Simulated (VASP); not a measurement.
# KBr (Fm-3m) in VASP: a series of runs

Aim: see how the results for KBr move with the level of theory and the settings. Levels: PBE, LDA. Tasks: single point.

Everything below comes from runs of VASP 6.6.1. Logs are shortened: lines on timing, memory, paths and dates and some standing lists are left out, and cuts for length are marked.

## 1. The cell of the first run

The structure is cubic, space group Fm-3m (No. 225). Conventional cell: a = 6.600 Å, b = 6.600 Å, c = 6.600 Å, α = 90.00°, β = 90.00°, γ = 90.00°. Within 4.3 Å of Br (site symmetry m-3m) lie 6 K at 3.30 Å. Within 4.3 Å of K (site symmetry m-3m) lie 6 Br at 3.30 Å.

## 2. Single point, PBE

INCAR reads:

```
PREC = Accurate ; ENCUT = 500
EDIFF = 1E-6 ; ISMEAR = 0
SIGMA = 0.019000000000000003 ; LREAL = False
LASPH = True ; NELM = 120
ALGO = Normal ; ISIF = 2
LWAVE = False ; LCHARG = True
GGA = PE ; LELF = True
LVHAR = True ; NBANDS = 15
GGA_COMPAT = False
```

KPOINTS reads:

```
regular mesh
0
Gamma
  7 7 7
```

POSCAR reads:

```
KBr
1.0
    0.0000000000      3.3000000000      3.3000000000
    3.3000000000      0.0000000000      3.3000000000
    3.3000000000      3.3000000000      0.0000000000
Br K
1 1
Direct
    0.5000000000      0.5000000000      0.5000000000
    0.0000000000      0.0000000000      0.0000000000
```

Potentials or basis: VASP PAW PBE potentials, release 64 (Br, K_sv).

Command:

```sh
> cat potpaw_PBE.64/Br/POTCAR potpaw_PBE.64/K_sv/POTCAR > POTCAR
> mpirun -np 1 vasp_std > vasp.out
```

OUTCAR:

```text
PREC = Accurate
   ENCUT = 500
   EDIFF = 1E-6
   ISMEAR = 0
   LREAL = False
   LASPH = True
   NELM = 120
   ISIF = 2
   GGA = PE

 ion  position               nearest neighbor table
   1  0.500  0.500  0.500-   2 3.30   2 3.30   2 3.30   2 3.30   2 3.30   2 3.30
   2  0.000  0.000  0.000-   1 3.30   1 3.30   1 3.30   1 3.30   1 3.30   1 3.30

  LATTYP: Found a face centered cubic cell.
 ALAT       =     6.6000000000

  Lattice vectors:

 A1 = (   0.0000000000,   3.3000000000,   3.3000000000)
 A2 = (   3.3000000000,   0.0000000000,   3.3000000000)
 A3 = (   3.3000000000,   3.3000000000,   0.0000000000)

Analysis of symmetry for initial positions (statically):
=====================================================================
 Subroutine PRICEL returns:
 Original cell was already a primitive cell.

 Routine SETGRP: Setting up the symmetry group for a
 face centered cubic supercell.

 Subroutine GETGRP returns: Found 48 space group operations
 (whereof 48 operations were pure point group operations)
 out of a pool of 48 trial point group operations.

The static configuration has the point symmetry O_h .

Analysis of symmetry for dynamics (positions and initial velocities):
=====================================================================
 Subroutine PRICEL returns:
 Original cell was already a primitive cell.

 Routine SETGRP: Setting up the symmetry group for a
 face centered cubic supercell.

 Subroutine GETGRP returns: Found 48 space group operations
 (whereof 48 operations were pure point group operations)
 out of a pool of 48 trial point group operations.

The dynamic configuration has the point symmetry O_h .

 Subroutine INISYM returns: Found 48 space group operations
 (whereof 48 operations are pure point group operations),
 and found     1 'primitive' translations

----------------------------------------------------------------------------------------

                                     Primitive cell

  volume of cell :      71.8740

  direct lattice vectors                    reciprocal lattice vectors
     0.000000000  3.300000000  3.300000000    -0.151515152  0.151515152  0.151515152
     3.300000000  0.000000000  3.300000000     0.151515152 -0.151515152  0.151515152
     3.300000000  3.300000000  0.000000000     0.151515152  0.151515152 -0.151515152

  length of vectors
     4.666904756  4.666904756  4.666904756     0.262431941  0.262431941  0.262431941

  position of ions in fractional coordinates (direct lattice)
     0.500000000  0.500000000  0.500000000
     0.000000000  0.000000000  0.000000000

  ion indices of the primitive-cell ions
[... 83 lines left out ...]
   EMIN   =  10.00;   EMAX   =-10.00  energy-range for DOS
   EFERMI =   0.00;   METHOD = LEGACY
   ISMEAR =     0;   SIGMA  =   0.02  broadening in eV -4-tet -1-fermi 0-gaus
   EFERMI_NEDOS =   21; number of points for ismear=-14 and -15
   IALGO  =     38    algorithm
   IMIX   =      4    mixing-type and parameters
     AMIX     =   0.40;   BMIX     =  1.00
     AMIX_MAG =   1.60;   BMIX_MAG =  1.00
  volume/ion in A,a.u.               =      35.94       242.51
  Fermi-wavevector in a.u.,A,eV,Ry     =   0.992181  1.874950 13.393889  0.984423
  Thomas-Fermi vector in A             =   2.123975
   LORBIT       =      0    0 simple, 1 ext, 2 COOP (PROOUT), +10 PAW based schemes
   GGA     = PE    functional components
   LHFCALC =     F    Hartree Fock is set to
   AEXX    =    0.0000 exact exchange contribution
   IVDW    =     0    specifies the selected vdW correction
   LEPSILON=     F    determine dielectric tensor
   LRPA    =     F    only Hartree local field effects (RPA)
 non-spin polarized calculation
 Gauss-broadening in eV      SIGMA  =   0.02
  energy-cutoff  :      500.00
  volume of cell :       71.87
 maximum number of plane-waves:      1841
 NGX is ok and might be reduce to    36
   NGX = 17   NGY = 17   NGZ = 17

 number of electron      15.9999997 magnetization

 Free energy of the ion-electron system (eV)
  ---------------------------------------------------
  ext. energy  EPLUGINS =         0.00000000
  ---------------------------------------------------
  free energy    TOTEN  =        -6.21501078 eV

  energy without entropy =       -6.21501078  energy(sigma->0) =       -6.21501078

 E-fermi :  -1.6586     XC(G=0):  -7.3706

 val. band max:       -1.7406571491   @ k =   0.0000   0.0000   0.0000
 cond. band min:       2.6931839192   @ k =   0.0000   0.0000   0.0000
 fundamental gap:      4.4338410682
 Fermi energy:        -1.6585830059

 k-point     1 :       0.0000    0.0000    0.0000
  band No.  band energies     occupation
      1     -29.5218      2.00000
      2     -14.0329      2.00000
      3     -12.9990      2.00000
      4     -12.9990      2.00000
      5     -12.9990      2.00000
      6      -1.7407      2.00000
      7      -1.7407      2.00000
      8      -1.7407      2.00000
      9       2.6932      0.00000
     10       5.8635      0.00000
     11       5.8635      0.00000
     12       5.8635      0.00000
     13       6.6867      0.00000
     14       6.6867      0.00000
[... 329 lines left out ...]
      2     -14.0469      2.00000
      3     -13.0656      2.00000
      4     -13.0419      2.00000
      5     -12.8976      2.00000
      6      -2.4147      2.00000
      7      -2.3662      2.00000
      8      -2.1588      2.00000
      9       5.3125      0.00000
     10       6.0447      0.00000
     11       6.5908      0.00000
     12       7.3079      0.00000
     13       8.7308      0.00000
     14       8.7449      0.00000
     15       9.5373      0.00000

------------------------ aborting loop because EDIFF is reached ----------------------------------------

  FORCE on cell =-STRESS in cart. coord.  units (eV):
  Direction    XX          YY          ZZ          XY          YZ          ZX
  --------------------------------------------------------------------------------------
  -------------------------------------------------------------------------------------
  Total        0.3376866      0.3376866      0.3376866     -0.0000000      0.0000000     -0.0000000
  in kB        7.5275312      7.5275312      7.5275312     -0.0000000      0.0000000     -0.0000000
  external PRESSURE =       7.5275312 kB  Pullay stress =       0.0000000 kB

 VOLUME and BASIS-vectors are now :
 -----------------------------------------------------------------------------
  energy-cutoff  :      500.00
  volume of cell :       71.87
      direct lattice vectors                 reciprocal lattice vectors
     0.000000000  3.300000000  3.300000000    -0.151515152  0.151515152  0.151515152
     3.300000000  0.000000000  3.300000000     0.151515152 -0.151515152  0.151515152
     3.300000000  3.300000000  0.000000000     0.151515152  0.151515152 -0.151515152

 POSITION                                       TOTAL-FORCE (eV/Angst)
 -----------------------------------------------------------------------------------
      3.30000      3.30000      3.30000         0.000000     -0.000000     -0.000000
      0.00000      0.00000      0.00000         0.000000      0.000000      0.000000
 -----------------------------------------------------------------------------------
    total drift:                                0.000000      0.000000      0.000000

  FREE ENERGIE OF THE ION-ELECTRON SYSTEM (eV)
  ---------------------------------------------------
  free  energy   TOTEN  =        -6.2150107844 eV

  energy  without entropy=       -6.2150107844  energy(sigma->0) =       -6.21501078
```

OSZICAR:

```text
N       E                     dE             d eps       ncg     rms          rms(c)
DAV:   1     0.954826174178E+02    0.95483E+02   -0.68124E+03   600   0.917E+02
DAV:   2    -0.348247446132E+00   -0.95831E+02   -0.89018E+02   789   0.220E+02
DAV:   3    -0.617917440247E+01   -0.58309E+01   -0.58035E+01   819   0.489E+01
DAV:   4    -0.638591129068E+01   -0.20674E+00   -0.20667E+00   908   0.791E+00
DAV:   5    -0.638774251354E+01   -0.18312E-02   -0.18312E-02   840   0.815E-01    0.311E+00
DAV:   6    -0.621612609703E+01    0.17162E+00   -0.21586E-01   761   0.223E+00    0.228E+00
DAV:   7    -0.620497777503E+01    0.11148E-01   -0.10643E-01   817   0.176E+00    0.103E+00
DAV:   8    -0.621391235879E+01   -0.89346E-02   -0.11883E-02   644   0.790E-01    0.115E-01
DAV:   9    -0.621471449207E+01   -0.80213E-03   -0.81135E-04   845   0.174E-01    0.769E-02
DAV:  10    -0.621499228110E+01   -0.27779E-03   -0.27900E-04   615   0.958E-02    0.118E-02
DAV:  11    -0.621500897583E+01   -0.16695E-04   -0.26731E-05   829   0.291E-02    0.601E-03
DAV:  12    -0.621501067799E+01   -0.17022E-05   -0.42387E-06   627   0.133E-02    0.166E-03
DAV:  13    -0.621501078443E+01   -0.10643E-06   -0.10967E-07   671   0.184E-03
   1 F= -.62150108E+01 E0= -.62150108E+01  d E =-.738191E-12
```

stdout:

```text
POSCAR found type information on POSCAR BrK
 POSCAR found :  2 types and       2 ions
 scaLAPACK will be used
 LDA part: xc-table for (Slater+PW92), standard interpolation
 POSCAR, INCAR and KPOINTS ok, starting setup
 FFT: planning ... GRIDC
 FFT: planning ... GRID_SOFT
 FFT: planning ... GRID
 WAVECAR not read
 entering main loop
```

It took 11 s on 1 thread of Intel Xeon 6975P-C (Granite Rapids), shared host; peak memory 0.2 GiB.

What came out:

```yaml
Free_energy: -6.2150 eV
Pressure: 0.8 GPa
Band_gap_on_the_k_mesh: 4.43 eV
```

Levels at points of the mesh, in eV from the valence-band top:
```csv
k point,band 4,band 5,band 6,band 7,band 8,band 9,band 10,band 11,band 12,band 13
"(0.00, 0.00, 0.00)",-11.26,-11.26,0.00,0.00,0.00,4.43,7.60,7.60,7.60,8.43
```

Caveat: an odd mesh through Γ misses points on the zone boundary, where band edges can lie. PBE gaps usually lie below the measured ones, often by a third to a half.

## 3. Single point, LDA

INCAR reads:

```
SYSTEM = KBr
PREC = Accurate
ENCUT = 500
EDIFF = 1E-6
ISMEAR = 0
SIGMA = 0.05
LREAL = .False.
LASPH = .True.
NELM = 120
ALGO = Normal
ISIF = 2
LWAVE = .False.
LCHARG = .False.
NBANDS = 15
GGA_COMPAT = .False.
```

KPOINTS reads:

```
Automatic mesh
0
Gamma
  6 6 6
  0 0 0
```

POSCAR is that of step 2.

Potentials or basis: VASP PAW LDA potentials, release 64 (Br, K_sv).

Command:

```sh
> cat potpaw_LDA.64/Br/POTCAR potpaw_LDA.64/K_sv/POTCAR > POTCAR
> mpirun -np 1 vasp_std > vasp.out
```

OUTCAR:

```text
SYSTEM = KBr
   PREC = Accurate
   ENCUT = 500
   EDIFF = 1E-6
   ISMEAR = 0
   LREAL = .False.
   LASPH = .True.
   NELM = 120
   ISIF = 2

 ion  position               nearest neighbor table
   1  0.500  0.500  0.500-   2 3.30   2 3.30   2 3.30   2 3.30   2 3.30   2 3.30
   2  0.000  0.000  0.000-   1 3.30   1 3.30   1 3.30   1 3.30   1 3.30   1 3.30

  LATTYP: Found a face centered cubic cell.
 ALAT       =     6.6000000000

  Lattice vectors:

 A1 = (   0.0000000000,   3.3000000000,   3.3000000000)
 A2 = (   3.3000000000,   0.0000000000,   3.3000000000)
 A3 = (   3.3000000000,   3.3000000000,   0.0000000000)

Analysis of symmetry for initial positions (statically):
=====================================================================
 Subroutine PRICEL returns:
 Original cell was already a primitive cell.

 Routine SETGRP: Setting up the symmetry group for a
 face centered cubic supercell.

 Subroutine GETGRP returns: Found 48 space group operations
 (whereof 48 operations were pure point group operations)
 out of a pool of 48 trial point group operations.

The static configuration has the point symmetry O_h .

Analysis of symmetry for dynamics (positions and initial velocities):
=====================================================================
 Subroutine PRICEL returns:
 Original cell was already a primitive cell.

 Routine SETGRP: Setting up the symmetry group for a
 face centered cubic supercell.

 Subroutine GETGRP returns: Found 48 space group operations
 (whereof 48 operations were pure point group operations)
 out of a pool of 48 trial point group operations.

The dynamic configuration has the point symmetry O_h .

 Subroutine INISYM returns: Found 48 space group operations
 (whereof 48 operations are pure point group operations),
 and found     1 'primitive' translations

----------------------------------------------------------------------------------------

                                     Primitive cell

  volume of cell :      71.8740

  direct lattice vectors                    reciprocal lattice vectors
     0.000000000  3.300000000  3.300000000    -0.151515152  0.151515152  0.151515152
     3.300000000  0.000000000  3.300000000     0.151515152 -0.151515152  0.151515152
[... 113 lines left out ...]
   NGX = 17   NGY = 17   NGZ = 17

 number of electron      15.9999997 magnetization

 Free energy of the ion-electron system (eV)
  ---------------------------------------------------
  ext. energy  EPLUGINS =         0.00000000
  ---------------------------------------------------
  free energy    TOTEN  =        -6.79729073 eV

  energy without entropy =       -6.79729073  energy(sigma->0) =       -6.79729073

 E-fermi :  -1.6507     XC(G=0):  -7.8862

 val. band max:       -1.9136874008   @ k =   0.0000   0.0000   0.0000
 cond. band min:       2.1243336058   @ k =   0.0000   0.0000   0.0000
 fundamental gap:      4.0380210066
 Fermi energy:        -1.6506834028

 k-point     1 :       0.0000    0.0000    0.0000
  band No.  band energies     occupation
      1     -29.3223      2.00000
      2     -14.2374      2.00000
      3     -13.0368      2.00000
      4     -13.0368      2.00000
      5     -13.0368      2.00000
      6      -1.9137      2.00000
      7      -1.9137      2.00000
      8      -1.9137      2.00000
      9       2.1243      0.00000
     10       5.4322      0.00000
     11       5.4322      0.00000
     12       5.4322      0.00000
     13       6.3056      0.00000
     14       6.3056      0.00000
[... 257 lines left out ...]
      2     -14.2042      2.00000
      3     -13.1213      2.00000
      4     -13.0911      2.00000
      5     -12.9806      2.00000
      6      -2.6584      2.00000
      7      -2.4170      2.00000
      8      -2.3859      2.00000
      9       4.3831      0.00000
     10       5.6891      0.00000
     11       6.0792      0.00000
     12       7.0726      0.00000
     13       7.9018      0.00000
     14       8.7011      0.00000
     15       9.1530      0.00000

------------------------ aborting loop because EDIFF is reached ----------------------------------------

  FORCE on cell =-STRESS in cart. coord.  units (eV):
  Direction    XX          YY          ZZ          XY          YZ          ZX
  --------------------------------------------------------------------------------------
  -------------------------------------------------------------------------------------
  Total       -0.7212013     -0.7212013     -0.7212013      0.0000000      0.0000000     -0.0000000
  in kB      -16.0766403    -16.0766403    -16.0766403      0.0000000      0.0000000     -0.0000000
  external PRESSURE =     -16.0766403 kB  Pullay stress =       0.0000000 kB

 VOLUME and BASIS-vectors are now :
 -----------------------------------------------------------------------------
  energy-cutoff  :      500.00
  volume of cell :       71.87
      direct lattice vectors                 reciprocal lattice vectors
     0.000000000  3.300000000  3.300000000    -0.151515152  0.151515152  0.151515152
     3.300000000  0.000000000  3.300000000     0.151515152 -0.151515152  0.151515152
     3.300000000  3.300000000  0.000000000     0.151515152  0.151515152 -0.151515152

 POSITION                                       TOTAL-FORCE (eV/Angst)
 -----------------------------------------------------------------------------------
      3.30000      3.30000      3.30000        -0.000000     -0.000000      0.000000
      0.00000      0.00000      0.00000         0.000000      0.000000     -0.000000
 -----------------------------------------------------------------------------------
    total drift:                                0.000000      0.000000      0.000000

  FREE ENERGIE OF THE ION-ELECTRON SYSTEM (eV)
  ---------------------------------------------------
  free  energy   TOTEN  =        -6.7972907271 eV

  energy  without entropy=       -6.7972907271  energy(sigma->0) =       -6.79729073
```

OSZICAR:

```text
N       E                     dE             d eps       ncg     rms          rms(c)
DAV:   1     0.102404101703E+03    0.10240E+03   -0.65943E+03   480   0.907E+02
DAV:   2    -0.389474151475E+00   -0.10279E+03   -0.95111E+02   634   0.244E+02
DAV:   3    -0.677298653651E+01   -0.63835E+01   -0.63519E+01   664   0.512E+01
DAV:   4    -0.698517111419E+01   -0.21218E+00   -0.21214E+00   756   0.878E+00
DAV:   5    -0.698766331669E+01   -0.24922E-02   -0.24922E-02   650   0.896E-01    0.325E+00
DAV:   6    -0.682048780951E+01    0.16718E+00   -0.18964E-01   592   0.217E+00    0.236E+00
DAV:   7    -0.679666566449E+01    0.23822E-01   -0.68226E-02   655   0.148E+00    0.115E+00
DAV:   8    -0.679724106364E+01   -0.57540E-03   -0.80785E-03   612   0.660E-01    0.179E-01
DAV:   9    -0.679721525657E+01    0.25807E-04   -0.18293E-04   642   0.803E-02    0.743E-02
DAV:  10    -0.679729092981E+01   -0.75673E-04   -0.70816E-05   557   0.464E-02    0.214E-02
DAV:  11    -0.679729072712E+01    0.20269E-06   -0.36739E-06   682   0.109E-02
   1 F= -.67972907E+01 E0= -.67972907E+01  d E =-.377403E-15
```

It took 28 s on 1 thread of AMD EPYC 7R43 (Zen 3), shared host; peak memory 0.14 GiB.

What came out:

* Free energy: -6.7973 eV
* Pressure: -1.6 GPa
* Band gap on the k mesh: 4.04 eV

Levels at points of the mesh, in eV from the valence-band top:
```tsv
k point	band 6	band 7	band 8	band 9	band 10	band 11
(0.00, 0.00, 0.00)	0.00	0.00	0.00	4.04	7.35	7.35
(0.50, 0.00, 0.00)	-1.25	-0.35	-0.35	6.25	7.93	9.53
(0.50, 0.50, 0.00)	-0.85	-0.30	-0.30	5.56	6.86	9.14
```

## 4. Single point, LDA

INCAR reads:

```
PREC = Accurate ; ENCUT = 500
EDIFF = 1E-6 ; ISMEAR = 0
SIGMA = 0.025 ; LREAL = False
LASPH = True ; NELM = 120
ALGO = Normal ; ISIF = 2
LWAVE = False ; LCHARG = False
NBANDS = 15 ; GGA_COMPAT = False
```

KPOINTS reads:

```
regular mesh
0
Gamma
  6 6 6
```

POSCAR is that of step 3.

Command:

```sh
> cat potpaw_LDA.64/Br/POTCAR potpaw_LDA.64/K_sv/POTCAR > POTCAR
> mpirun -np 1 vasp_std > vasp.out
```

Wall time 25 s (1 thread of AMD EPYC 7R43 (Zen 3), shared host); peak memory 0.14 GiB.

It converged, with:

```
Free energy            : -6.7973 eV
Pressure               : -1.6 GPa
Band gap on the k mesh : 4.04 eV
```

Levels at points of the mesh, in eV from the valence-band top:
| k point | band 6 | band 7 | band 8 | band 9 | band 10 | band 11 |
| --- | --- | --- | --- | --- | --- | --- |
| (0.00, 0.00, 0.00) | 0.00 | 0.00 | 0.00 | 4.04 | 7.35 | 7.35 |
| (0.50, 0.00, 0.00) | -1.25 | -0.35 | -0.35 | 6.25 | 7.93 | 9.53 |
| (0.50, 0.50, 0.00) | -0.85 | -0.30 | -0.30 | 5.56 | 6.86 | 9.14 |

[end of part 1 of 2]
